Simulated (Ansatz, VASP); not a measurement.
# One calculation of TiSi2, two programs

INCAR

```
  PREC = Accurate
  ENCUT = 520
  EDIFF = 1E-7
  ISMEAR = -1
  SIGMA = 0.05
  LREAL = False
  LASPH = True
  NELM = 100
  ALGO = Normal
  ISIF = 2
  LWAVE = False
  LCHARG = False
  GGA = PE
  NBANDS = 29
```

The input KPOINTS:

```
regular mesh
0
Gamma
  7 7 7
```

The input POSCAR:

```
TiSi2
1.0
    0.0000000000      4.0334617761      4.1758755024
    2.3407327166      0.0000000000      4.1758755024
    2.3407327166      4.0334617761      0.0000000000
Ti Si
2 4
Direct
    0.7500000000      0.7500000000      0.7500000000
    0.5000000000      0.5000000000      0.5000000000
    0.4125656100      0.0874343900      0.4125656100
    0.0874343900      0.4125656100      0.0874343900
    0.1625656100      0.8374343900      0.1625656100
    0.8374343900      0.1625656100      0.8374343900
```

Contents of input.yaml:

```yaml
crystal:
  lattice:
    - [0.0, 4.0334617761, 4.1758755024]
    - [2.3407327166, 0.0, 4.1758755024]
    - [2.3407327166, 4.0334617761, 0.0]
  atoms:
    - { symbol: Ti, position: [0.75, 0.75, 0.75] }
    - { symbol: Ti, position: [0.5, 0.5, 0.5] }
    - { symbol: Si, position: [0.41256561, 0.08743439, 0.41256561] }
    - { symbol: Si, position: [0.08743439, 0.41256561, 0.08743439] }
    - { symbol: Si, position: [0.16256561, 0.83743439, 0.16256561] }
    - { symbol: Si, position: [0.83743439, 0.16256561, 0.83743439] }
kpoints:
  mp_grid: { grid: [7, 7, 7] }
scf:
  occupations: { method: fermi_dirac, width: 0.05 }
hamiltonian:
  xc: pbe
  pseudopotentials: { kind: all_electron, lapw: { basis_error: 0.001 } }
output:
  forces: true
  stress: true
  eigenvalues: true
```

Change from the starting cell: volume scaled by 0.94.

Alike in both runs: task single point; functional PBE; k mesh 7 × 7 × 7; occupations fermi-dirac, width 0.05 eV; no spin polarisation.

```csv
,VASP,Ansatz
version,VASP 6.6.1,Ansatz 0.2.0
potentials or method,"VASP PAW PBE potentials, release 64 (Ti_sv, Si), cutoff 520 eV","all-electron LAPW, scalar-relativistic"
```

|  | VASP | Ansatz | Ansatz less VASP |
| --- | --- | --- | --- |
| gap on the k mesh at the Fermi level (eV) | none | none | - |
| pressure (GPa) | 12.7 | 12.8 | +0.06 |
| traceless stress, the component that is largest in VASP (GPa) | -3.04 | -3.05 | -0.014 |
| rms of the force components (eV/Å) | 0.028 | 0.029 | +0.0003 |

Atom by atom the forces differ by 0.000 eV/Å (rms over components). A gap of «none» marks a metal or a gap that the smearing closes. Ansatz ran all-electron here, and VASP with PAW potentials.
